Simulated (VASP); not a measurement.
## Te2Mo: single point with LDA

System: Te2Mo, a slab with vacuum.

```xyz
6
Lattice="6.3189 0.0000 0.0000 0.0000 3.4570 0.0000 -0.0852 0.0000 35.9331" Properties=species:S:1:pos:R:3 pbc="T T T"
Te    2.6664    2.5928   19.4292
Te    3.5674    0.8643   16.5039
Te    5.7714    0.8643   19.9977
Te    0.4624    2.5928   15.9353
Mo    1.1036    0.8643   17.8755
Mo    5.1302    2.5928   18.0576
```

```
Program                : VASP 6.6.1
Task                   : single point
Functional             : LDA
Potentials or basis    : VASP PAW LDA potentials, release 64 (Te, Mo_sv)
Cutoff                 : 520 eV
k mesh                 : 4 × 8 × 1
Occupations            : fermi-dirac, width 0.05 eV
Spin                   : no spin polarisation
Dipole correction      : no
Further INCAR settings : ALGO = Normal; EDIFF = 1e-07; NBANDS = 35
```

- Largest force: 0.190 eV/Å
- Band gap on the k mesh: zero (bands 26 and 27 overlap by 0.20 eV)

Forces in eV/Å, atoms in the order of the input:
```
Te   0.033  0.000 -0.187
Te  -0.033  0.000  0.187
Te  -0.013  0.000 -0.104
Te   0.013  0.000  0.104
Mo   0.034  0.000  0.012
Mo  -0.034  0.000 -0.012
```

Levels at points of the mesh, in eV from the Fermi level:
```tsv
k point	band 23	band 24	band 25	band 26	band 27	band 28	band 29	band 30
(0.00, 0.00, 0.00)	-0.95	-0.58	-0.28	0.20	0.66	1.14	1.76	2.16
(0.50, 0.00, 0.00)	-1.25	-0.79	-0.78	-0.65	0.10	1.14	1.50	1.86
(0.00, 0.50, 0.00)	-1.59	-1.59	-1.38	-1.38	1.20	1.20	1.47	1.47
(0.50, 0.50, 0.00)	-1.71	-1.71	-0.82	-0.82	1.11	1.11	1.95	1.95
```

It took 14 min on 1 thread of Intel(R) Xeon(R) Platinum 8488C (Sapphire Rapids), on a shared host, peak memory 0.76 GiB.

Caveat: there is no dipole correction, which matters where the two faces differ; spin-orbit coupling is left out, which moves the levels of the heavy elements.
